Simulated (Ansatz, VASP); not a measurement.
## PbS in VASP and in Ansatz

Contents of INCAR:

```
ALGO = Normal
EDIFF = 1E-6
EDIFFG = -0.02
ENCUT = 600
GGA = PE
IBRION = 2
ISIF = 3
ISMEAR = 0
LASPH = True
LCHARG = False
LREAL = False
LWAVE = False
NELM = 100
NSW = 70
PREC = Accurate
SIGMA = 0.02
```

The input KPOINTS:

```
k-points
0
Gamma
  6 6 4
```

Contents of POSCAR:

```
PbS
1.0
    3.0011670247     -3.0016565274     -0.0001988481
    3.0011670247      3.0016565274     -0.0001988481
   -1.1031249159      0.0000000000     11.6862096032
Pb S
2 2
Direct
    0.7725043213      0.7725043213      0.6214532449
    0.2274956787      0.2274956787      0.3785467551
    0.2698634812      0.2698634812      0.6080431889
    0.7301365188      0.7301365188      0.3919568111
```

Input for Ansatz:

```yaml
crystal:
  lattice:
    - [3.0011670247, -3.0016565274, -0.0001988481]
    - [3.0011670247, 3.0016565274, -0.0001988481]
    - [-1.1031249159, 0.0, 11.6862096032]
  atoms:
    - { symbol: Pb, position: [0.7725043213, 0.7725043213, 0.6214532449] }
    - { symbol: Pb, position: [0.2274956787, 0.2274956787, 0.3785467551] }
    - { symbol: S, position: [0.2698634812, 0.2698634812, 0.6080431889] }
    - { symbol: S, position: [0.7301365188, 0.7301365188, 0.3919568111] }
basis:
  ecutwfc: 420
kpoints:
  mp_grid: { grid: [6, 6, 4] }
hamiltonian:
  xc: pbe
scf:
  occupations: { method: gaussian, width: 0.02 }
output:
  forces: true
  stress: true
  eigenvalues: true
relax:
  adjacent_minimum: "off"
  f_tol: 0.02
  max_steps: 50
  cell: { stress_tol: 0.1 }
```

Alike in both runs: task relaxation of cell and atoms; functional PBE; k mesh 6 × 6 × 4; occupations gaussian, width 0.02 eV; no spin polarisation.

|  | VASP | Ansatz |
| --- | --- | --- |
| version | VASP 6.6.1 | Ansatz 0.2.0 |
| potentials or method | VASP PAW PBE potentials, release 64 (Pb_d, S), cutoff 600 eV | scalar-relativistic, plane waves, PAW |
| valence electrons in the cell | 40 | 40 |

Ansatz gave:

- gap on the k mesh at the Fermi level, each at its own relaxed structure (eV): 2.07
- relaxed volume (Å³/atom): 52.67
- relaxed cell length with the largest relative difference (Å): 11.738

Estimate VASP's values.

gap on the k mesh at the Fermi level, each at its own relaxed structure (eV): 2.07; relaxed volume (Å³/atom): 52.67; relaxed cell length with the largest relative difference (Å): 11.759.

Spin-orbit coupling is off throughout.
